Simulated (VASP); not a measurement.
Write the native input for VASP 6.6.1 that does the following.

| Quantity | Value |
| --- | --- |
| Task | single point |
| Functional | revPBE |
| Potentials or basis | VASP PAW PBE potentials, release 64 (Pt) |
| Cutoff | 520 eV |
| k mesh | 7 × 7 × 7 |
| Occupations | gaussian, width 0.1 eV |
| Spin | no spin polarisation |
| Dipole correction | no |
| Further INCAR settings | ALGO = Normal; EDIFF = 1e-07; NBANDS = 11 |

The structure of Pt lies in POSCAR:

```
Pt
1.0
    2.5582212762      0.0000000000      0.0000000000
    0.0000000000      2.5582212762      0.0000000000
    0.0000000000      0.0000000000      2.5582212762
Pt
1
Direct
    0.0000000000      0.0000000000      0.0000000000
```

The input as run:

INCAR

```
PREC     = Accurate       # precision mode
ENCUT    = 520            # plane-wave cutoff, eV
EDIFF    = 1E-7           # SCF threshold, eV
ISMEAR   = 0              # smearing method
SIGMA    = 0.1            # smearing width, eV
LREAL    = F              # projectors in reciprocal space
LASPH    = T              # aspherical terms in the spheres
NELM     = 80             # most SCF steps
ALGO     = Normal         # electronic algorithm
ISIF     = 2              # what is computed and relaxed
LWAVE    = F              # write WAVECAR
LCHARG   = T              # write CHGCAR
GGA      = RE             # functional
LELF     = T              # ELF
LVHAR    = T            
NBANDS   = 11             # bands
```

KPOINTS

```
regular mesh
0
Gamma
  7 7 7
```

Potentials or basis: VASP PAW PBE potentials, release 64 (Pt).

Run with:

```bash
$ cat potpaw_PBE.64/Pt/POTCAR > POTCAR
$ mpirun -np 1 vasp_std > vasp.out
```

It gave:

```json
{
 "Pressure": "19.4 GPa",
 "Band gap on the k mesh": "zero (band 5 reaches 11.03 eV, above the bottom of band 6 at 8.63 eV)"
}
```

Caveat: the PAW data sets were made with another functional, which shifts forces and pressure a little; spin-orbit coupling is left out, which moves the levels of the heavy elements.

It took 2.7 s on 1 thread of Intel Xeon 6975P-C, with other jobs on the host, peak memory 0.13 GiB.
